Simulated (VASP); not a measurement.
Crystal: In.

```
CELL_PARAMETERS angstrom
3.33139 0.00000 0.00000
-1.66570 2.88507 0.00000
0.00000 0.00000 10.88033
ATOMIC_POSITIONS crystal
In 0.00000 0.00000 0.00000
In 0.00000 0.00000 0.50000
In 0.33333 0.66667 0.25000
In 0.66667 0.33333 0.75000
```

This isn't the form of In at room conditions, which is tetragonal.

- Program: VASP 6.6.1
- Task: relaxation of cell and atoms
- Functional: BLYP
- Potentials or basis: VASP PAW PBE potentials, release 64 (In_d)
- Cutoff: 600 eV
- k mesh: 11 × 11 × 3
- Occupations: fermi-dirac, width 0.1 eV
- Spin: no spin polarisation

At the start: pressure 6.2 GPa; volume 26.14 Å³/atom.

Problem. Where does the relaxation end?

Solution. Over 11 steps the energy falls by 81.1 meV/atom and the volume is 31.09 Å³/atom (+18.9 %); space group P6_3/mmc (No. 194, to 0.1 Å) before and after.

Step by step:
```
step  energy change (eV)  largest force (eV/Å)  pressure (GPa)  volume (Å³)
   1              0.0000                0.0000            6.23       104.57
   2             -0.3157                0.0000            0.73       120.72
   3             -0.3240                0.0000           -0.05       124.87
   4             -0.3241                0.0000            0.00       124.44
   5             -0.3240                0.0000            0.08       124.02
   6             -0.3241                0.0000            0.07       124.02
   7             -0.3241                0.0000            0.06       124.02
   8             -0.3241                0.0000            0.07       124.02
   9             -0.3242                0.0000            0.04       124.18
  10             -0.3242                0.0000            0.04       124.24
  11             -0.3242                0.0000            0.01       124.36
```

Final structure:
```
In
1.0
     3.53499    0.00000    0.00000
    -1.76750    3.06139    0.00000
     0.00000    0.00000   11.49130
In
4
Direct
  0.00000 0.00000 0.00000
  0.00000 0.00000 0.50000
  0.33333 0.66667 0.25000
  0.66667 0.33333 0.75000
```

Caveat: the volume moved by over 15 % at a fixed basis, so the end points are rough; the PAW data sets were made with another functional, which shifts forces and pressure a little.
